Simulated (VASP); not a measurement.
# WS2 (P1) in VASP: further runs

The runs below take WS2 through single point, with PBEsol.

Everything below comes from runs of VASP 6.6.1. Logs are shortened: lines on timing, memory, paths and dates and some standing lists are left out, and cuts for length are marked.

### 1 The cell of the first run

The typed cell holds 6 atoms: a = 3.180 Å, b = 3.180 Å, c = 12.500 Å, α = 90.00°, β = 90.00°, γ = 120.00°.

### 2 Single point, PBEsol (atom 3 (S) moved +0.525 Å towards its neighbour atom 3 (S) at 3.180 Å)

Contents of INCAR:

```
SYSTEM = WS2
PREC     = Accurate       ! precision mode
ENCUT    = 520            ! plane-wave cutoff, eV
EDIFF    = 1E-6           ! SCF threshold, eV
ISMEAR   = 0              ! smearing method
SIGMA    = 0.05           ! smearing width, eV
LREAL    = .False.        ! projectors in reciprocal space
LASPH    = .True.         ! aspherical terms in the spheres
NELM     = 100            ! most SCF steps
ALGO     = Normal         ! electronic algorithm
ISIF     = 2              ! what is computed and relaxed
LWAVE    = .False.        ! write WAVECAR
LCHARG   = .False.        ! write CHGCAR
GGA      = PS             ! functional
NBANDS   = 35             ! bands
```

Contents of KPOINTS:

```
regular mesh
0
Gamma
  12 12 4
  0 0 0
```

Contents of POSCAR:

```
WS2
1.0
    3.1799996605      0.0000000000      0.0000000000
   -1.5899998303      2.7539604900      0.0000000000
    0.0000000000      0.0000000000     12.5000000000
W S
2 4
Direct
    0.3333333333      0.6666666667      0.2500000000
    0.6666666667      0.3333333333      0.7500000000
    0.1682389761      0.5015723094      0.6200000000
    0.6666666667      0.3333333333      0.1200000000
    0.3333333333      0.6666666667      0.8800000000
    0.6666666667      0.3333333333      0.3800000000
```

Potentials or basis: VASP PAW PBE potentials, release 64 (W_sv, S).

Started as:

```sh
cat potpaw_PBE.64/W_sv/POTCAR potpaw_PBE.64/S/POTCAR > POTCAR
mpirun -np 1 vasp_std > vasp.out
```

OUTCAR:

```text
SYSTEM = WS2
   PREC = Accurate
   ENCUT = 520
   EDIFF = 1E-6
   ISMEAR = 0
   LREAL = .False.
   LASPH = .True.
   NELM = 100
   ISIF = 2
   GGA = PS

 ion  position               nearest neighbor table
   1  0.333  0.667  0.250-   4 2.45   6 2.45   4 2.45   6 2.45   4 2.45   6 2.45
   2  0.667  0.333  0.750-   3 2.15   5 2.45   5 2.45   5 2.45   3 2.51   3 2.82
   3  0.168  0.502  0.620-   2 2.15   2 2.51   2 2.82
   4  0.667  0.333  0.120-   1 2.45   1 2.45   1 2.45
   5  0.333  0.667  0.880-   2 2.45   2 2.45   2 2.45
   6  0.667  0.333  0.380-   1 2.45   1 2.45   1 2.45

  LATTYP: Found a hexagonal cell.
 ALAT       =     3.1799996605
 C/A-ratio  =     3.9308180297

  Lattice vectors:

 A1 = (   3.1799996605,   0.0000000000,   0.0000000000)
 A2 = (  -1.5899998303,   2.7539604900,   0.0000000000)
 A3 = (   0.0000000000,   0.0000000000,  12.5000000000)

Analysis of symmetry for initial positions (statically):
=====================================================================
 Subroutine PRICEL returns:
 Original cell was already a primitive cell.

 Routine SETGRP: Setting up the symmetry group for a
 hexagonal supercell.

 Subroutine GETGRP returns: Found  1 space group operations
 (whereof  1 operations were pure point group operations)
 out of a pool of 24 trial point group operations.

The static configuration has the point symmetry C_1 .

Analysis of symmetry for dynamics (positions and initial velocities):
=====================================================================
 Subroutine PRICEL returns:
 Original cell was already a primitive cell.

 Routine SETGRP: Setting up the symmetry group for a
 hexagonal supercell.

 Subroutine GETGRP returns: Found  1 space group operations
 (whereof  1 operations were pure point group operations)
 out of a pool of 24 trial point group operations.

The dynamic configuration has the point symmetry C_1 .

 Subroutine INISYM returns: Found  1 space group operations
 (whereof  1 operations are pure point group operations),
 and found     1 'primitive' translations

----------------------------------------------------------------------------------------

                                     Primitive cell

  volume of cell :     109.4699

  direct lattice vectors                    reciprocal lattice vectors
     3.179999661  0.000000000  0.000000000     0.314465442  0.181556708  0.000000000
    -1.589999830  2.753960490  0.000000000     0.000000000  0.363113416  0.000000000
     0.000000000  0.000000000 12.500000000     0.000000000  0.000000000  0.080000000

  length of vectors
     3.179999661  3.179999661 12.500000000     0.363113416  0.363113416  0.080000000

  position of ions in fractional coordinates (direct lattice)
     0.333333333  0.666666667  0.250000000
     0.666666667  0.333333333  0.750000000
     0.168238976  0.501572309  0.620000000
     0.666666667  0.333333333  0.120000000
     0.333333333  0.666666667  0.880000000
     0.666666667  0.333333333  0.380000000

  ion indices of the primitive-cell ions
   primitive index   ion index
                 1           1
                 2           2
                 3           3
                 4           4
                 5           5
                 6           6

----------------------------------------------------------------------------------------

 KPOINTS: regular mesh

Automatic generation of k-mesh.
 Grid dimensions read from file:
 generate k-points for:   12   12    4

 Generating k-lattice:

  Cartesian coordinates                     Fractional coordinates (reciprocal lattice)
     0.026205454  0.015129726  0.000000000     0.083333333  0.000000000  0.000000000
     0.000000000  0.030259451  0.000000000     0.000000000  0.083333333  0.000000000
     0.000000000  0.000000000  0.020000000     0.000000000  0.000000000  0.250000000

  Length of vectors
     0.030259451  0.030259451  0.020000000

  Shift w.r.t. Gamma in fractional coordinates (k-lattice)
     0.000000000  0.000000000  0.000000000

 Subroutine IBZKPT returns following result:
 ===========================================

 Found    292 irreducible k-points:

 Following reciprocal coordinates:
            Coordinates               Weight
  0.000000  0.000000  0.000000      1.000000
  0.083333 -0.000000  0.000000      2.000000
  0.000000  0.083333  0.000000      2.000000
 -0.083333  0.083333  0.000000      2.000000
  0.166667 -0.000000  0.000000      2.000000
  0.000000  0.166667  0.000000      2.000000
[... 16 lines left out ...]
  0.166667  0.083333  0.000000      2.000000
 -0.083333  0.250000  0.000000      2.000000
 [... further k-points ...]
   k-points           NKPTS =    292   k-points in BZ     NKDIM =    292   number of bands    NBANDS=     35
   number of dos      NEDOS =    301   number of ions     NIONS =      6
   total plane-waves  NPLWV =  55296
   dimension x,y,z NGX =    24 NGY =   24 NGZ =   96
   dimension x,y,z NGXF=    48 NGYF=   48 NGZF=  192
   ions per type =               2   4
   NGX,Y,Z   is equivalent  to a cutoff of  12.55, 12.55, 12.77 a.u.
   NGXF,Y,Z  is equivalent  to a cutoff of  25.09, 25.09, 25.54 a.u.
 SYSTEM =  WS2
   PREC   = accura    normal or accurate (medium, high low for compatibility)
   ISTART =      0    job   : 0-new  1-cont  2-samecut
   ICHARG =      2    charge: 1-file 2-atom 10-const
   ISPIN  =      1    spin polarized calculation?
   LNONCOLLINEAR =      F non collinear calculations
   LSORBIT =      F    spin-orbit coupling
   LASPH  =      T    aspherical Exc in radial PAW
   ENCUT  =  520.0 eV  38.22 Ry    6.18 a.u.   5.91  5.91 23.24*2*pi/ulx,y,z
   NELM   =    100;   NELMIN=  2; NELMDL= -5     # of ELM steps
   EDIFF  = 0.1E-05   stopping-criterion for ELM
   LREAL  =      F    real-space projection
   EDIFFG = 0.1E-04   stopping-criterion for IOM
   NSW    =      0    number of steps for IOM
   IBRION =     -1    ionic relax: 0-MD 1-quasi-New 2-CG
   NFREE  =      0    steps in history (QN), initial steepest desc. (CG)
   ISIF   =      2    stress and relaxation
   ISYM   =      2    0-nonsym 1-usesym 2-fastsym
   POTIM  = 0.5000    time-step for ionic-motion
   TEBEG  =    0.0;   TEEND  =   0.0 temperature during run
   PSTRESS=    0.0 pullay stress
   NELECT =      52.0000    total number of electrons
   NUPDOWN=      -1.0000    fix difference up-down
   EMIN   =  10.00;   EMAX   =-10.00  energy-range for DOS
   EFERMI =   0.00;   METHOD = LEGACY
   ISMEAR =     0;   SIGMA  =   0.05  broadening in eV -4-tet -1-fermi 0-gaus
   EFERMI_NEDOS =   21; number of points for ismear=-14 and -15
   IALGO  =     38    algorithm
   IMIX   =      4    mixing-type and parameters
     AMIX     =   0.40;   BMIX     =  1.00
     AMIX_MAG =   1.60;   BMIX_MAG =  1.00
  volume/ion in A,a.u.               =      18.24       123.12
  Fermi-wavevector in a.u.,A,eV,Ry     =   1.277353  2.413848 22.199692  1.631631
  Thomas-Fermi vector in A             =   2.409958
   LORBIT       =      0    0 simple, 1 ext, 2 COOP (PROOUT), +10 PAW based schemes
   GGA     = PS    functional components
   LHFCALC =     F    Hartree Fock is set to
   AEXX    =    0.0000 exact exchange contribution
   IVDW    =     0    specifies the selected vdW correction
   LEPSILON=     F    determine dielectric tensor
   LRPA    =     F    only Hartree local field effects (RPA)
 non-spin polarized calculation
 Gauss-broadening in eV      SIGMA  =   0.05
  energy-cutoff  :      520.00
  volume of cell :      109.47
 maximum number of plane-waves:      2976
   NGX = 11   NGY = 11   NGZ = 47

 number of electron      52.0000006 magnetization

 Free energy of the ion-electron system (eV)
  ---------------------------------------------------
  ext. energy  EPLUGINS =         0.00000000
  ---------------------------------------------------
  free energy    TOTEN  =       -49.19664212 eV

  energy without entropy =      -49.19664212  energy(sigma->0) =      -49.19664212

 E-fermi :   7.2275     XC(G=0): -11.0195

 val. band max:        6.9142912812   @ k =   0.0000   0.0000   0.0000
 cond. band min:       7.4985368964   @ k =   0.0000   0.0000   0.5000
 fundamental gap:      0.5842456153
 Fermi energy:         7.2275370628

 k-point     1 :       0.0000    0.0000    0.0000
  band No.  band energies     occupation
      1     -67.6268      2.00000
      2     -67.5463      2.00000
      3     -31.8710      2.00000
      4     -31.8483      2.00000
      5     -31.6762      2.00000
      6     -31.6752      2.00000
[... 27 lines left out ...]
     34      10.2664      0.00000
     35      11.7263      0.00000

 k-point     2 :       0.0833   -0.0000    0.0000
  band No.  band energies     occupation
      1     -67.6257      2.00000
      2     -67.5451      2.00000
      3     -31.8677      2.00000
      4     -31.8444      2.00000
      5     -31.6985      2.00000
      6     -31.6804      2.00000
[... 27 lines left out ...]
     34      10.1946      0.00000
     35      12.2276      0.00000

 k-point     3 :       0.0000    0.0833    0.0000
  band No.  band energies     occupation
      1     -67.6257      2.00000
      2     -67.5452      2.00000
      3     -31.8679      2.00000
      4     -31.8444      2.00000
      5     -31.6976      2.00000
      6     -31.6813      2.00000
[... 27 lines left out ...]
     34      10.3099      0.00000
     35      12.2338      0.00000
[... 723 lines left out ...]
 k-point    23 :       0.1667    0.0833    0.0000
  band No.  band energies     occupation
      1     -67.6200      2.00000
      2     -67.5394      2.00000
      3     -31.8523      2.00000
      4     -31.8244      2.00000
      5     -31.8068      2.00000
      6     -31.7635      2.00000
[... 27 lines left out ...]
     34      10.7527      0.00000
     35      13.6643      0.00000

 k-point    24 :      -0.0833    0.2500    0.0000
  band No.  band energies     occupation
      1     -67.6200      2.00000
      2     -67.5396      2.00000
      3     -31.8562      2.00000
      4     -31.8244      2.00000
      5     -31.8060      2.00000
      6     -31.7120      2.00000
[... 27 lines left out ...]
     34      10.6302      0.00000
     35      13.6620      0.00000

 [... further k-points ...]
[... 5 lines left out ...]
  --------------------------------------------------------------------------------------
  -------------------------------------------------------------------------------------
  Total       -2.0878980     -4.4339799     -2.9789494      0.4118905     -4.1149086     -5.4921869
  in kB      -30.5580100    -64.8947426    -43.5992392      6.0283371    -60.2248853    -80.3824233
  external PRESSURE =     -46.3506639 kB  Pullay stress =       0.0000000 kB

 VOLUME and BASIS-vectors are now :
 -----------------------------------------------------------------------------
  energy-cutoff  :      520.00
  volume of cell :      109.47
      direct lattice vectors                 reciprocal lattice vectors
     3.179999661  0.000000000  0.000000000     0.314465442  0.181556708  0.000000000
    -1.589999830  2.753960490  0.000000000     0.000000000  0.363113416  0.000000000
     0.000000000  0.000000000 12.500000000     0.000000000  0.000000000  0.080000000

 POSITION                                       TOTAL-FORCE (eV/Angst)
 -----------------------------------------------------------------------------------
     -0.00000      1.83597      3.12500        -0.017624     -0.017436      0.006516
      1.59000      0.91799      9.37500        -2.954590     -3.065025      2.769031
     -0.26250      1.38131      7.75000         3.243047      2.882462     -1.601712
      1.59000      0.91799      1.50000         0.006755      0.005611      1.280806
     -0.00000      1.83597     11.00000        -0.256952      0.217243     -1.159271
      1.59000      0.91799      4.75000        -0.020635     -0.022856     -1.295369
 -----------------------------------------------------------------------------------
    total drift:                                0.000040      0.000054     -0.000027

  FREE ENERGIE OF THE ION-ELECTRON SYSTEM (eV)
  ---------------------------------------------------
  free  energy   TOTEN  =       -49.1966421232 eV

  energy  without entropy=      -49.1966421232  energy(sigma->0) =      -49.19664212
```

It took 12 min on 1 thread of Oxide Virtual Turin-like, shared host; peak memory 0.83 GiB.

What came out:

| Quantity | Value |
| --- | --- |
| Free energy | -49.1966 eV |
| Pressure | -4.6 GPa |
| Largest force | 5.079 eV/Å |
| Band gap on the k mesh | 0.58 eV |

Forces on the atoms (eV/Å):
```
W   -0.018 -0.017  0.007
W   -2.955 -3.065  2.769
S    3.243  2.882 -1.602
S    0.007  0.006  1.281
S   -0.257  0.217 -1.159
S   -0.021 -0.023 -1.295
```

Stress tensor (GPa, compression positive):
```
-3.06  0.60 -8.04
 0.60 -6.49 -6.02
-8.04 -6.02 -4.36
```

Caveat: the cell differs from its parent crystal (atom 3 (S) moved +0.525 Å towards its neighbour atom 3 (S) at 3.180 Å); the cell stands under tension; the PAW data sets were made with another functional, which shifts forces and pressure a little; spin-orbit coupling is left out, which moves the levels of the heavy elements. A k mesh can miss the band edges.

### 3 Single point, PBEsol (atom 3 (S) moved -0.300 Å towards its neighbour atom 3 (S) at 3.180 Å)

Contents of INCAR:

```
SYSTEM = WS2
  PREC = Accurate
  ENCUT = 520
  EDIFF = 1E-6
  ISMEAR = 0
  SIGMA = 0.05
  LREAL = .FALSE.
  LASPH = .TRUE.
  NELM = 60
  ALGO = Normal
  ISIF = 2
  LWAVE = .FALSE.
  LCHARG = .TRUE.
  GGA = PS
  LELF = .TRUE.
  LVHAR = .TRUE.
  NBANDS = 35
```

Contents of KPOINTS:

```
Automatic mesh
0
G
  12 12 4
  0 0 0
```

Edit POSCAR of step 2 so:

```diff
@@ -10,3 +10,3 @@
     0.6666666667      0.3333333333      0.7500000000
-    0.1682389761      0.5015723094      0.6200000000
+    0.4276729660      0.7610062994      0.6200000000
     0.6666666667      0.3333333333      0.1200000000
```

Potentials or basis: VASP PAW PBE potentials, release 64 (W_sv, S).

Started as:

```sh
cat potpaw_PBE.64/W_sv/POTCAR potpaw_PBE.64/S/POTCAR > POTCAR
mpirun -np 1 vasp_std > vasp.out
```

Run time: 25 min. Hardware: 1 thread of Oxide Virtual Turin-like, shared host; peak memory 0.83 GiB.

It converged, with:

* Free energy: -49.9598 eV
* Pressure: -7.3 GPa
* Largest force: 2.787 eV/Å
* Band gap on the k mesh: 0.91 eV (least direct gap 1.42 eV)

Forces in eV/Å, atoms in the order of the input:
```
W    0.005  0.013  0.003
W    1.004  2.438  0.904
S   -0.881 -2.450  0.335
S   -0.002 -0.005  1.283
S   -0.133 -0.011 -1.237
S    0.007  0.015 -1.287
```

Stress tensor (GPa, compression positive):
```
-7.12 -0.52  1.68
-0.52 -5.45  5.58
 1.68  5.58 -9.18
```

Levels at points of the mesh, in eV from the valence-band top:
| k point | band 22 | band 23 | band 24 | band 25 | band 26 | band 27 | band 28 | band 29 | band 30 | band 31 |
| --- | --- | --- | --- | --- | --- | --- | --- | --- | --- | --- |
| (0.00, 0.00, 0.00) | -1.83 | -1.42 | -1.28 | -0.98 | 0.00 | 1.42 | 1.99 | 2.39 | 2.39 | 2.40 |
| (0.50, 0.00, 0.00) | -2.60 | -1.75 | -1.53 | -1.44 | -0.94 | 2.42 | 2.44 | 2.49 | 2.75 | 2.93 |
| (0.00, 0.50, 0.00) | -2.64 | -1.84 | -1.58 | -1.44 | -1.17 | 2.32 | 2.45 | 2.60 | 2.94 | 3.09 |
| (0.50, 0.50, 0.00) | -2.64 | -2.00 | -1.57 | -1.45 | -0.79 | 2.26 | 2.44 | 2.54 | 2.74 | 2.95 |
| (0.00, 0.00, 0.50) | -1.83 | -1.83 | -1.17 | -0.33 | -0.23 | 1.42 | 2.00 | 2.39 | 2.39 | 2.40 |
| (0.50, 0.00, 0.50) | -2.53 | -1.71 | -1.56 | -1.45 | -0.95 | 2.44 | 2.46 | 2.64 | 2.76 | 2.87 |
| (0.00, 0.50, 0.50) | -2.75 | -1.80 | -1.56 | -1.42 | -1.20 | 2.33 | 2.44 | 2.77 | 2.81 | 3.35 |
| (0.50, 0.50, 0.50) | -2.75 | -1.99 | -1.56 | -1.44 | -0.80 | 2.28 | 2.44 | 2.64 | 2.78 | 2.92 |

Caveat: the cell differs from its parent crystal (atom 3 (S) moved -0.300 Å towards its neighbour atom 3 (S) at 3.180 Å); the cell stands under tension; the PAW data sets were made with another functional, which shifts forces and pressure a little; spin-orbit coupling is left out, which moves the levels of the heavy elements. A k mesh can miss the band edges.

### 4 Single point, PBEsol (atom 3 (S) moved +0.225 Å towards its neighbour atom 3 (S) at 3.180 Å)

Contents of INCAR:

```
ALGO     = Normal         # electronic algorithm
EDIFF    = 1E-6           # SCF threshold, eV
ENCUT    = 520            # plane-wave cutoff, eV
GGA      = PS             # functional
ISIF     = 2              # what is computed and relaxed
ISMEAR   = 0              # smearing method
LASPH    = T              # aspherical terms in the spheres
LCHARG   = F              # write CHGCAR
LREAL    = F              # projectors in reciprocal space
LWAVE    = F              # write WAVECAR
NBANDS   = 35             # bands
NELM     = 80             # most SCF steps
PREC     = Accurate       # precision mode
SIGMA    = 0.05           # smearing width, eV
```

Contents of KPOINTS:

```
k-points
0
Gamma
  12 12 4
```

Edit POSCAR of step 3 so:

```diff
@@ -10,3 +10,3 @@
     0.6666666667      0.3333333333      0.7500000000
-    0.4276729660      0.7610062994      0.6200000000
+    0.2625786088      0.5959119421      0.6200000000
     0.6666666667      0.3333333333      0.1200000000
```

Started as:

```sh
cat potpaw_PBE.64/W_sv/POTCAR potpaw_PBE.64/S/POTCAR > POTCAR
mpirun -np 1 vasp_std > vasp.out
```

Run time: 27 min. Hardware: 1 thread of Oxide Virtual Turin-like, shared host; peak memory 0.82 GiB.

Results (log left out):

| Quantity | Value |
| --- | --- |
| Free energy | -50.1289 eV |
| Pressure | -7.8 GPa |
| Largest force | 2.101 eV/Å |
| Band gap on the k mesh | 0.92 eV (least direct gap 1.69 eV) |

Forces in eV/Å, atoms in the order of the input:
```
W   -0.006 -0.008  0.002
W   -1.166 -1.624  0.508
S    1.199  1.553  0.751
S    0.003  0.003  1.284
S   -0.022  0.086 -1.258
S   -0.007 -0.010 -1.286
```

Stress tensor (GPa, compression positive):
```
 -5.98   0.36  -2.80
  0.36  -7.25  -3.35
 -2.80  -3.35 -10.20
```

Levels at points of the mesh, in eV from the valence-band top:
| k point | band 22 | band 23 | band 24 | band 25 | band 26 | band 27 | band 28 | band 29 | band 30 | band 31 |
| --- | --- | --- | --- | --- | --- | --- | --- | --- | --- | --- |
| (0.00, 0.00, 0.00) | -1.82 | -1.44 | -1.32 | -1.09 | 0.00 | 1.69 | 2.08 | 2.39 | 2.40 | 2.40 |
| (0.50, 0.00, 0.00) | -2.63 | -1.77 | -1.58 | -1.43 | -1.24 | 2.36 | 2.46 | 2.60 | 2.94 | 3.10 |
| (0.00, 0.50, 0.00) | -2.61 | -1.73 | -1.51 | -1.43 | -1.08 | 2.44 | 2.47 | 2.51 | 2.85 | 2.94 |
| (0.50, 0.50, 0.00) | -2.63 | -1.90 | -1.56 | -1.44 | -0.97 | 2.37 | 2.45 | 2.56 | 2.85 | 2.96 |
| (0.00, 0.00, 0.50) | -1.82 | -1.82 | -1.33 | -0.31 | -0.26 | 1.69 | 2.10 | 2.39 | 2.40 | 2.41 |
| (0.50, 0.00, 0.50) | -2.75 | -1.73 | -1.56 | -1.42 | -1.28 | 2.36 | 2.45 | 2.78 | 2.81 | 3.38 |
| (0.00, 0.50, 0.50) | -2.57 | -1.68 | -1.55 | -1.44 | -1.09 | 2.45 | 2.47 | 2.70 | 2.78 | 3.01 |
| (0.50, 0.50, 0.50) | -2.76 | -1.88 | -1.55 | -1.43 | -0.99 | 2.38 | 2.45 | 2.72 | 2.78 | 3.03 |

Caveat: the cell differs from its parent crystal (atom 3 (S) moved +0.225 Å towards its neighbour atom 3 (S) at 3.180 Å); the cell stands under tension; the PAW data sets were made with another functional, which shifts forces and pressure a little; spin-orbit coupling is left out, which moves the levels of the heavy elements.

[end of part 1 of 2]
